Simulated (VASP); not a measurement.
Wanted: the native input for a VASP 6.6.1 run.

```
Task                   : single point
Functional             : PBEsol
Potentials or basis    : VASP PAW PBE potentials, release 64 (Zr_sv, B)
Cutoff                 : 520 eV
k mesh                 : 20 × 20 × 20
Occupations            : gaussian, width 0.15 eV
Spin                   : no spin polarisation
Dipole correction      : no
Further INCAR settings : ALGO = Normal; EDIFF = 1e-07; NBANDS = 14
```

The structure of ZrB lies in POSCAR:

```
ZrB
1.0
    0.0000000000      2.1303052604      2.7693968386
    2.1303052604      0.0000000000      2.7693968386
    2.1303052604      2.1303052604      0.0000000000
Zr B
1 1
Direct
    0.0000000000      0.0000000000      0.0000000000
    0.5000000000      0.5000000000      0.5000000000
```

This cell differs from its parent crystal: ratio of the length along z to the lengths across it x 1.3, volume and fractional coordinates fixed.

The input as run:

INCAR

```
SYSTEM = ZrB
PREC = Accurate
ENCUT = 520
EDIFF = 1E-7
ISMEAR = 0
SIGMA = 0.15
LREAL = .FALSE.
LASPH = .TRUE.
NELM = 100
ALGO = Normal
ISIF = 2
LWAVE = .FALSE.
LCHARG = .TRUE.
GGA = PS
LELF = .TRUE.
LVHAR = .TRUE.
NBANDS = 14
```

KPOINTS

```
regular mesh
0
G
  20 20 20
  0 0 0
```

Potentials or basis: VASP PAW PBE potentials, release 64 (Zr_sv, B).

Run with:

```console
$ cat potpaw_PBE.64/Zr_sv/POTCAR potpaw_PBE.64/B/POTCAR > POTCAR
$ mpirun -np 1 vasp_std > vasp.out
```

Results of the run:

* Pressure: 46.1 GPa
* Band gap on the k mesh: zero (an odd number of electrons rules out a gap without spin polarisation)

Caveat: the stress differs along the axes, from -21 to 79 GPa; the PAW data sets were made with another functional, which shifts forces and pressure a little; an odd number of electrons without spin polarisation forces a metal; a magnetic or distorted state may lie lower.

Wall time 2.6 min on 1 thread of Intel(R) Xeon(R) Platinum 8488C (Sapphire Rapids) (shared host), peak memory 0.35 GiB.
